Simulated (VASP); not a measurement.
Runs of VASP 6.6.1 on CaF2. The structure is that of space group Fm-3m (No. 225), or close to it. The cells are those of the table. 

```tsv
cell	gap on the mesh (eV)	pressure (GPa)
a = 3.888 Å, angles 60.0°, 3 atoms	6.98	(b)
a = 3.863 Å, angles 60.0°, 3 atoms	7.09	-1.7
a = 3.913 Å, angles 60.0°, 3 atoms	6.87	-4.5
a = 3.850 Å, angles 60.0°, 3 atoms	7.15	(a)
a = 3.875 Å, angles 60.0°, 3 atoms	7.03	-2.4
```

Alike in all rows: task electric field gradients; level PBEsol; potentials or basis VASP PAW PBE potentials, release 64 (Ca_sv, F); no spin polarisation; k mesh 8 × 8 × 8; cutoff (eV) 520; smearing fermi-dirac 0.02 eV.

**Question.** Fill in the values left out.

**Answer.** (a) -0.8; (b) -3.2.

Caveats: the PAW data sets were made with another functional, which shifts forces and pressure a little; the cell stands under tension (at least some runs).

A k mesh can miss the band edges.
